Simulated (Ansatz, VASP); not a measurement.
# K2S in VASP and in Ansatz

Contents of INCAR:

```
ALGO = Normal ; EDIFF = 1E-6
ENCUT = 500 ; GGA = PE
GGA_COMPAT = False ; ISIF = 2
ISMEAR = 0 ; LASPH = True
LCHARG = False ; LREAL = False
LWAVE = False ; NBANDS = 19
NELM = 120 ; PREC = Accurate
SIGMA = 0.01
```

KPOINTS

```
k-points
0
Gamma
  4 4 4
```

File POSCAR:

```
K2S
1.0
    0.0000000000      3.7027187002      3.7027187002
    3.7027187002      0.0000000000      3.7027187002
    3.7027187002      3.7027187002      0.0000000000
K S
2 1
Direct
    0.2500000000      0.2500000000      0.2500000000
    0.7500000000      0.7500000000      0.7500000000
    0.0000000000      0.0000000000      0.0000000000
```

Input for Ansatz:

```yaml
crystal:
  lattice:
    - [0.0, 3.7027187002, 3.7027187002]
    - [3.7027187002, 0.0, 3.7027187002]
    - [3.7027187002, 3.7027187002, 0.0]
  atoms:
    - { symbol: K, position: [0.25, 0.25, 0.25] }
    - { symbol: K, position: [0.75, 0.75, 0.75] }
    - { symbol: S, position: [0.0, 0.0, 0.0] }
kpoints:
  mp_grid: { grid: [4, 4, 4] }
hamiltonian:
  xc: pbe
scf:
  occupations: { method: fixed }
output:
  optics:
    e_range: [0, 15]
    de: 0.05
    sigma: 0.1
    bands: { spectra_wanted_up_to: 15 }
```

Alike in both runs: task single point; functional PBE; k mesh 4 × 4 × 4; no spin polarisation.

|  | VASP | Ansatz |
| --- | --- | --- |
| version | VASP 6.6.1 | Ansatz 0.2.0 |
| potentials or method | VASP PAW PBE potentials, release 64 (K_sv, S) | plane waves, PAW |
| plane-wave cutoff (eV) | 500 | 420 |
| occupations | gaussian, width 0.01 eV | fixed |
| valence electrons in the cell | 24 | 24 |

```csv
,VASP,Ansatz,Ansatz less VASP
gap on the k mesh at the Fermi level (eV),2.38,2.38,+0.001
```
